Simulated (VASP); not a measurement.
A run of VASP 6.6.1 is set up as follows.

File INCAR:

```
SYSTEM = Te2Mo
ALGO = Normal
EDIFF = 1E-6
ENCUT = 520
GGA = PE
ISIF = 2
ISMEAR = 0
LASPH = .True.
LCHARG = .False.
LREAL = .False.
LWAVE = .False.
NBANDS = 20
NELM = 100
PREC = Accurate
SIGMA = 0.1
```

The input KPOINTS:

```
k-points
0
Gamma
  6 6 2
  0 0 0
```

The input POSCAR:

```
Te2Mo
1.0
    3.0175457400      0.0000000000      0.0000000000
   -1.5087728700      2.6132712700      0.0000000000
    0.0000000000      0.0000000000     14.7312895500
Te Mo
2 1
Direct
    0.3333333300      0.6666666700      0.8968331200
    0.3333333300      0.6666666700      0.1031668800
    0.0000000000      0.0000000000      0.0000000000
```

Potentials or basis: VASP PAW PBE potentials, release 64 (Te, Mo_sv).

The run is started by

```bash
$ cat potpaw_PBE.64/Te/POTCAR potpaw_PBE.64/Mo_sv/POTCAR > POTCAR
$ mpirun -np 1 vasp_std > vasp.out
```

Task: What does it give for the largest force?

Result: 14.809 eV/Å.

Task: Predict the band gap on the k mesh.

Result: 0.84 eV, indirect (least direct gap 1.57 eV).

Forces in eV/Å, atoms in the order of the input:
```
Te    0.000   0.000 -14.809
Te    0.000   0.000  14.809
Mo    0.000   0.000   0.000
```

Caveat: spin-orbit coupling is left out, which moves the levels of the heavy elements.
